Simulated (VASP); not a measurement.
# Ge (Fd-3m) in VASP: further runs

Ge is run at these levels: LDA; tasks: single point, relaxation of cell and atoms.

Program: VASP 6.6.1. These are calculated values, not measurements. Logs are shortened: lines on timing, memory, paths and dates and some standing lists are left out, and cuts for length are marked.

## (1) The cell of the first run

It takes space group Fd-3m (No. 227, cubic). Conventional cell: a = 5.622 Å, b = 5.622 Å, c = 5.622 Å, α = 90.00°, β = 90.00°, γ = 90.00°. Within 3.2 Å of Ge (site symmetry -43m) lie 4 Ge at 2.43 Å.

## (2) Single point, LDA

Input file INCAR:

```
PREC     = Accurate       # precision mode
ENCUT    = 520            # plane-wave cutoff, eV
EDIFF    = 1E-6           # SCF threshold, eV
ISMEAR   = 0              # smearing method
SIGMA    = 0.15           # smearing width, eV
LREAL    = F              # projectors in reciprocal space
LASPH    = T              # aspherical terms in the spheres
NELM     = 60             # most SCF steps
ALGO     = Normal         # electronic algorithm
ISIF     = 2              # what is computed and relaxed
LWAVE    = F              # write WAVECAR
LCHARG   = F              # write CHGCAR
NBANDS   = 21             # bands
```

Input file KPOINTS:

```
Automatic mesh
0
Gamma
  16 16 16
```

Input file POSCAR:

```
Ge
1.0
    0.0000000000      2.8109115346      2.8109115346
    2.8109115346      0.0000000000      2.8109115346
    2.8109115346      2.8109115346      0.0000000000
Ge
2
Direct
    0.5000000000      0.5000000000      0.5000000000
    0.7500000000      0.7500000000      0.7500000000
```

Potentials or basis: VASP PAW LDA potentials, release 64 (Ge_d).

Run with:

```bash
> cat potpaw_LDA.64/Ge_d/POTCAR > POTCAR
> mpirun -np 1 vasp_std > vasp.out
```

OUTCAR:

```text
PREC = Accurate
   ENCUT = 520
   EDIFF = 1E-6
   ISMEAR = 0
   LREAL = F
   LASPH = T
   NELM = 60
   ISIF = 2

 ion  position               nearest neighbor table
   1  0.500  0.500  0.500-   2 2.43   2 2.43   2 2.43   2 2.43
   2  0.750  0.750  0.750-   1 2.43   1 2.43   1 2.43   1 2.43

  LATTYP: Found a face centered cubic cell.
 ALAT       =     5.6218230692

  Lattice vectors:

 A1 = (   0.0000000000,   2.8109115346,   2.8109115346)
 A2 = (   2.8109115346,   0.0000000000,   2.8109115346)
 A3 = (   2.8109115346,   2.8109115346,   0.0000000000)

Analysis of symmetry for initial positions (statically):
=====================================================================
 Subroutine PRICEL returns:
 Original cell was already a primitive cell.

 Routine SETGRP: Setting up the symmetry group for a
 face centered cubic supercell.

 Subroutine GETGRP returns: Found 48 space group operations
 (whereof 24 operations were pure point group operations)
 out of a pool of 48 trial point group operations.

The static configuration has the point symmetry T_d .
 The point group associated with its full space group is O_h .

Analysis of symmetry for dynamics (positions and initial velocities):
=====================================================================
 Subroutine PRICEL returns:
 Original cell was already a primitive cell.

 Routine SETGRP: Setting up the symmetry group for a
 face centered cubic supercell.

 Subroutine GETGRP returns: Found 48 space group operations
 (whereof 24 operations were pure point group operations)
 out of a pool of 48 trial point group operations.

The dynamic configuration has the point symmetry T_d .
 The point group associated with its full space group is O_h .

 Subroutine INISYM returns: Found 48 space group operations
 (whereof 24 operations are pure point group operations),
 and found     1 'primitive' translations

----------------------------------------------------------------------------------------

                                     Primitive cell

  volume of cell :      44.4193

  direct lattice vectors                    reciprocal lattice vectors
     0.000000000  2.810911535  2.810911535    -0.177878241  0.177878241  0.177878241
     2.810911535  0.000000000  2.810911535     0.177878241 -0.177878241  0.177878241
     2.810911535  2.810911535  0.000000000     0.177878241  0.177878241 -0.177878241

  length of vectors
     3.975229215  3.975229215  3.975229215     0.308094151  0.308094151  0.308094151

  position of ions in fractional coordinates (direct lattice)
     0.500000000  0.500000000  0.500000000
[... 73 lines left out ...]
   LNONCOLLINEAR =      F non collinear calculations
   LSORBIT =      F    spin-orbit coupling
   LASPH  =      T    aspherical Exc in radial PAW
   ENCUT  =  520.0 eV  38.22 Ry    6.18 a.u.   7.39  7.39  7.39*2*pi/ulx,y,z
   NELM   =     60;   NELMIN=  2; NELMDL= -5     # of ELM steps
   EDIFF  = 0.1E-05   stopping-criterion for ELM
   LREAL  =      F    real-space projection
   EDIFFG = 0.1E-04   stopping-criterion for IOM
   NSW    =      0    number of steps for IOM
   IBRION =     -1    ionic relax: 0-MD 1-quasi-New 2-CG
   NFREE  =      0    steps in history (QN), initial steepest desc. (CG)
   ISIF   =      2    stress and relaxation
   ISYM   =      2    0-nonsym 1-usesym 2-fastsym
   POTIM  = 0.5000    time-step for ionic-motion
   TEBEG  =    0.0;   TEEND  =   0.0 temperature during run
   PSTRESS=    0.0 pullay stress
   NELECT =      28.0000    total number of electrons
   NUPDOWN=      -1.0000    fix difference up-down
   EMIN   =  10.00;   EMAX   =-10.00  energy-range for DOS
   EFERMI =   0.00;   METHOD = LEGACY
   ISMEAR =     0;   SIGMA  =   0.15  broadening in eV -4-tet -1-fermi 0-gaus
   EFERMI_NEDOS =   21; number of points for ismear=-14 and -15
   IALGO  =     38    algorithm
   IMIX   =      4    mixing-type and parameters
     AMIX     =   0.40;   BMIX     =  1.00
     AMIX_MAG =   1.60;   BMIX_MAG =  1.00
  volume/ion in A,a.u.               =      22.21       149.88
  Fermi-wavevector in a.u.,A,eV,Ry     =   1.403687  2.652584 26.808072  1.970338
  Thomas-Fermi vector in A             =   2.526324
   LORBIT       =      0    0 simple, 1 ext, 2 COOP (PROOUT), +10 PAW based schemes
   GGA     = CA    functional components
   LHFCALC =     F    Hartree Fock is set to
   AEXX    =    0.0000 exact exchange contribution
   IVDW    =     0    specifies the selected vdW correction
   LEPSILON=     F    determine dielectric tensor
   LRPA    =     F    only Hartree local field effects (RPA)
 non-spin polarized calculation
 Gauss-broadening in eV      SIGMA  =   0.15
  energy-cutoff  :      520.00
  volume of cell :       44.42
 maximum number of plane-waves:      1243
 NGX is ok and might be reduce to    30
   NGX = 15   NGY = 15   NGZ = 15

 number of electron      28.0000032 magnetization

 Free energy of the ion-electron system (eV)
  ---------------------------------------------------
  ext. energy  EPLUGINS =         0.00000000
  ---------------------------------------------------
  free energy    TOTEN  =       -10.39233759 eV

  energy without entropy =      -10.39185238  energy(sigma->0) =      -10.39209498

 E-fermi :   4.9650     XC(G=0): -10.3791

 val. band max:        4.9427642327   @ k =   0.0000   0.0000   0.0000
 cond. band min:       5.0364941395   @ k =   0.5000   0.0000   0.0000
 fundamental gap:      0.0937299068
 Fermi energy:         4.9650226607

 k-point     1 :       0.0000    0.0000    0.0000
  band No.  band energies     occupation
      1     -20.0564      2.00000
      2     -20.0564      2.00000
      3     -20.0564      2.00000
      4     -20.0182      2.00000
      5     -20.0182      2.00000
      6     -19.7969      2.00000
[... 565 lines left out ...]
     20      13.4132      0.00000
     21      13.9178      0.00000

 [... further k-points ...]
[... 5 lines left out ...]
  --------------------------------------------------------------------------------------
  -------------------------------------------------------------------------------------
  Total        0.0700287      0.0700287      0.0700287     -0.0000000      0.0000000     -0.0000000
  in kB        2.5258924      2.5258924      2.5258924     -0.0000000      0.0000000     -0.0000000
  external PRESSURE =       2.5258924 kB  Pullay stress =       0.0000000 kB

 VOLUME and BASIS-vectors are now :
 -----------------------------------------------------------------------------
  energy-cutoff  :      520.00
  volume of cell :       44.42
      direct lattice vectors                 reciprocal lattice vectors
     0.000000000  2.810911535  2.810911535    -0.177878241  0.177878241  0.177878241
     2.810911535  0.000000000  2.810911535     0.177878241 -0.177878241  0.177878241
     2.810911535  2.810911535  0.000000000     0.177878241  0.177878241 -0.177878241

 POSITION                                       TOTAL-FORCE (eV/Angst)
 -----------------------------------------------------------------------------------
      2.81091      2.81091      2.81091        -0.000000     -0.000000     -0.000000
      4.21637      4.21637      4.21637         0.000000      0.000000      0.000000
 -----------------------------------------------------------------------------------
    total drift:                                0.000000     -0.000000     -0.000000

  FREE ENERGIE OF THE ION-ELECTRON SYSTEM (eV)
  ---------------------------------------------------
  free  energy   TOTEN  =       -10.3923375882 eV

  energy  without entropy=      -10.3918523795  energy(sigma->0) =      -10.39209498
```

OSZICAR:

```text
N       E                     dE             d eps       ncg     rms          rms(c)
DAV:   1     0.190832200943E+03    0.19083E+03   -0.14671E+04  6832   0.361E+03
DAV:   2     0.171110017085E+02   -0.17372E+03   -0.16810E+03  6120   0.613E+02
DAV:   3    -0.968759847759E+01   -0.26799E+02   -0.26610E+02  6988   0.143E+02
DAV:   4    -0.105609473254E+02   -0.87335E+00   -0.87282E+00  6843   0.303E+01
DAV:   5    -0.105747624925E+02   -0.13815E-01   -0.13815E-01  6983   0.419E+00    0.337E+00
DAV:   6    -0.104527315864E+02    0.12203E+00   -0.38106E-02  6820   0.160E+00    0.193E+00
DAV:   7    -0.103916088739E+02    0.61123E-01   -0.76262E-02  6593   0.199E+00    0.140E-01
DAV:   8    -0.103922991530E+02   -0.69028E-03   -0.56179E-03  6920   0.810E-01    0.479E-02
DAV:   9    -0.103923411780E+02   -0.42025E-04   -0.82633E-05  7123   0.874E-02    0.129E-02
DAV:  10    -0.103923376492E+02    0.35288E-05   -0.83335E-06  8174   0.411E-02    0.431E-03
DAV:  11    -0.103923375882E+02    0.60978E-07   -0.84612E-07  4814   0.839E-03
   1 F= -.10392338E+02 E0= -.10392095E+02  d E =-.485209E-03
```

Wall time 54 s (1 thread of AMD EPYC 9R45 (Zen 5), shared host); peak memory 0.19 GiB.

What came out:

```
Free energy : -10.3923 eV
Pressure    : 0.3 GPa
```

Levels at points of the mesh, in eV from the Fermi level:
```csv
k point,band 10,band 11,band 12,band 13,band 14,band 15,band 16,band 17,band 18,band 19
"(0.00, 0.00, 0.00)",-24.75,-13.00,-0.05,-0.05,-0.05,-0.02,2.48,2.48,2.48,6.20
"(0.50, 0.00, 0.00)",-24.72,-10.87,-7.78,-1.49,-1.49,0.07,3.68,3.68,6.93,10.46
"(0.50, 0.50, 0.00)",-24.70,-9.05,-9.05,-3.20,-3.20,0.59,0.59,9.51,9.51,11.58
```

## (3) Single point, LDA

Input file INCAR:

```
PREC     = Accurate       # precision mode
ENCUT    = 520            # plane-wave cutoff, eV
EDIFF    = 1E-7           # SCF threshold, eV
ISMEAR   = 0              # smearing method
SIGMA    = 0.1            # smearing width, eV
LREAL    = False          # projectors in reciprocal space
LASPH    = True           # aspherical terms in the spheres
NELM     = 100            # most SCF steps
ALGO     = Normal         # electronic algorithm
ISIF     = 2              # what is computed and relaxed
LWAVE    = False          # write WAVECAR
LCHARG   = True           # write CHGCAR
GGA      = CA             # functional
LELF     = True           # ELF
LVHAR    = True         
NBANDS   = 21             # bands
```

Input file KPOINTS:

```
Automatic mesh
0
Gamma
  14 14 14
```

POSCAR is that of step 2.

Potentials or basis: VASP PAW LDA potentials, release 64 (Ge_d).

Run with:

```bash
> cat potpaw_LDA.64/Ge_d/POTCAR > POTCAR
> mpirun -np 1 vasp_std > vasp.out
```

It took 41 s on 1 thread of AMD EPYC 9R45 (Zen 5), shared host; peak memory 0.17 GiB.

The run converged. Its results:

* Free energy: -10.3919 eV
* Pressure: 0.2 GPa

Levels at points of the mesh, in eV from the Fermi level:
```
           k point  band 10  band 11  band 12  band 13  band 14  band 15  band 16  band 17  band 18  band 19
(0.00, 0.00, 0.00)   -24.73   -12.99    -0.04    -0.04    -0.04    -0.01     2.50     2.50     2.50     6.22
(0.50, 0.00, 0.00)   -24.70   -10.85    -7.76    -1.47    -1.47     0.09     3.69     3.69     6.94    10.48
(0.50, 0.50, 0.00)   -24.69    -9.03    -9.03    -3.18    -3.18     0.61     0.61     9.53     9.53    11.59
```

## (4) Single point, LDA

Input file INCAR:

```
ALGO = Normal
EDIFF = 1E-6
ENCUT = 520
ISIF = 2
ISMEAR = 0
LASPH = T
LCHARG = F
LREAL = F
LWAVE = F
NBANDS = 21
NELM = 80
PREC = Accurate
SIGMA = 0.15
```

Input file KPOINTS:

```
k-points
0
Gamma
  14 14 14
```

POSCAR is that of step 3.

Potentials or basis: VASP PAW LDA potentials, release 64 (Ge_d).

Run with:

```bash
> cat potpaw_LDA.64/Ge_d/POTCAR > POTCAR
> mpirun -np 1 vasp_std > vasp.out
```

OUTCAR:

```text
EDIFF = 1E-6
   ENCUT = 520
   ISIF = 2
   ISMEAR = 0
   LASPH = T
   LREAL = F
   NELM = 80
   PREC = Accurate

 ion  position               nearest neighbor table
   1  0.500  0.500  0.500-   2 2.43   2 2.43   2 2.43   2 2.43
   2  0.750  0.750  0.750-   1 2.43   1 2.43   1 2.43   1 2.43

  LATTYP: Found a face centered cubic cell.
 ALAT       =     5.6218230692

  Lattice vectors:

 A1 = (   0.0000000000,   2.8109115346,   2.8109115346)
 A2 = (   2.8109115346,   0.0000000000,   2.8109115346)
 A3 = (   2.8109115346,   2.8109115346,   0.0000000000)
[... 189 lines left out ...]
      3     -20.0564      2.00000
      4     -20.0181      2.00000
      5     -20.0181      2.00000
      6     -19.7969      2.00000
[... 565 lines left out ...]
     20      14.1631      0.00000
     21      14.7867      0.00000

 [... further k-points ...]
[... 5 lines left out ...]
  --------------------------------------------------------------------------------------
  -------------------------------------------------------------------------------------
  Total        0.0695224      0.0695224      0.0695224      0.0000000      0.0000000     -0.0000000
  in kB        2.5076306      2.5076306      2.5076306      0.0000000      0.0000000     -0.0000000
  external PRESSURE =       2.5076306 kB  Pullay stress =       0.0000000 kB

 VOLUME and BASIS-vectors are now :
 -----------------------------------------------------------------------------
  energy-cutoff  :      520.00
  volume of cell :       44.42
      direct lattice vectors                 reciprocal lattice vectors
     0.000000000  2.810911535  2.810911535    -0.177878241  0.177878241  0.177878241
     2.810911535  0.000000000  2.810911535     0.177878241 -0.177878241  0.177878241
     2.810911535  2.810911535  0.000000000     0.177878241  0.177878241 -0.177878241

 POSITION                                       TOTAL-FORCE (eV/Angst)
 -----------------------------------------------------------------------------------
      2.81091      2.81091      2.81091        -0.000000     -0.000000     -0.000000
      4.21637      4.21637      4.21637         0.000000      0.000000      0.000000
 -----------------------------------------------------------------------------------
    total drift:                                0.000000     -0.000000     -0.000000

  FREE ENERGIE OF THE ION-ELECTRON SYSTEM (eV)
  ---------------------------------------------------
  free  energy   TOTEN  =       -10.3920420382 eV

  energy  without entropy=      -10.3914579655  energy(sigma->0) =      -10.39175000
```

Wall time 38 s (1 thread of AMD EPYC 9R45 (Zen 5), shared host); peak memory 0.16 GiB.

Results:

- Free energy: -10.3920 eV
- Pressure: 0.3 GPa

Levels at points of the mesh, in eV from the Fermi level:
```
           k point  band 11  band 12  band 13  band 14  band 15  band 16  band 17  band 18
(0.00, 0.00, 0.00)   -13.00    -0.05    -0.05    -0.05    -0.01     2.49     2.49     2.49
(0.50, 0.00, 0.00)   -10.86    -7.77    -1.48    -1.48     0.08     3.69     3.69     6.94
(0.50, 0.50, 0.00)    -9.04    -9.04    -3.19    -3.19     0.60     0.60     9.52     9.52
```

## (5) Relaxation of cell and atoms, LDA

This run uses another cell than the first one, of 22.64 Å³/atom, 1.019 times its volume.

Input file INCAR:

```
SYSTEM = Ge
PREC = Accurate
ENCUT = 600
EDIFF = 1E-7
ISMEAR = 0
SIGMA = 0.1
LREAL = .FALSE.
LASPH = .TRUE.
NELM = 100
ALGO = Normal
ISIF = 3
LWAVE = .FALSE.
LCHARG = .FALSE.
GGA = CA
IBRION = 2
NSW = 100
EDIFFG = -0.005
```

Input file KPOINTS:

```
Automatic mesh
0
G
  14 14 14
  0 0 0
```

Input file POSCAR:

```
Ge
1.0
    0.0000000000      2.8287700000      2.8287700000
    2.8287700000      0.0000000000      2.8287700000
    2.8287700000      2.8287700000      0.0000000000
Ge
2
Direct
    0.5000000000      0.5000000000      0.5000000000
    0.7500000000      0.7500000000      0.7500000000
```

Run with:

```bash
> cat potpaw_LDA.64/Ge_d/POTCAR > POTCAR
> mpirun -np 1 vasp_std > vasp.out
```

Run time: 90 s. Hardware: 1 thread of AMD EPYC 9R45 (Zen 5), shared host; peak memory 0.19 GiB.

The run converged. Its results:

| Quantity | Value |
| --- | --- |
| Free energy | -10.3922 eV |
| Relaxed volume | 22.26 Å³/atom |
| Relaxed cell | a = 3.978 Å, b = 3.978 Å, c = 3.978 Å, α = 60.00°, β = 60.00°, γ = 60.00° |
| Space group after relaxing (to 0.05 Å) | Fd-3m (No. 227) |
| Energy gained by relaxing | 1.4 meV/atom |
| Ionic steps | 3 |
| Pressure after relaxing | 0.0 GPa |

Step by step:
```tsv
step	energy change (eV)	largest force (eV/Å)	pressure (GPa)	volume (Å³)
1	0.0000	0.0000	-1.16	45.27
2	-0.0022	0.0000	0.52	44.21
3	-0.0027	0.0000	0.03	44.52
```

Final structure:
```xyz
2
Lattice="0.0000 2.8131 2.8131 2.8131 0.0000 2.8131 2.8131 2.8131 0.0000" Properties=species:S:1:pos:R:3 pbc="T T T"
Ge    2.8131    2.8131    2.8131
Ge    4.2196    4.2196    4.2196
```

Levels at points of the mesh, in eV from the Fermi level:
| k point | band 12 | band 13 | band 14 | band 15 | band 16 | band 17 |
| --- | --- | --- | --- | --- | --- | --- |
| (0.00, 0.00, 0.00) | -0.03 | -0.03 | -0.03 | -0.02 | 2.50 | 2.50 |
| (0.50, 0.00, 0.00) | -7.75 | -1.46 | -1.46 | 0.09 | 3.70 | 3.70 |
| (0.50, 0.50, 0.00) | -9.02 | -3.17 | -3.17 | 0.61 | 0.61 | 9.52 |

LDA usually gives volumes a few per cent too small. Zero-point motion and thermal expansion aren't in these numbers.

## (6) Overview

```tsv
task	cell	k mesh	cutoff (eV)	smearing	pressure (GPa)
single point	a = 3.975 Å, angles 60.0°, 2 atoms	16 × 16 × 16	520	gaussian 0.15 eV	0.3
single point	a = 3.975 Å, angles 60.0°, 2 atoms	14 × 14 × 14	520	gaussian 0.1 eV	0.2
single point	a = 3.975 Å, angles 60.0°, 2 atoms	14 × 14 × 14	520	gaussian 0.15 eV	0.3
relaxation of cell and atoms	relaxed from a = 4.000 Å, angles 60.0°, 2 atoms	14 × 14 × 14	600	gaussian 0.1 eV	0.0
```

Alike in all rows: level LDA; potentials or basis VASP PAW LDA potentials, release 64 (Ge_d); no spin polarisation.

Absolute energies hang on the potentials; compare differences alone.
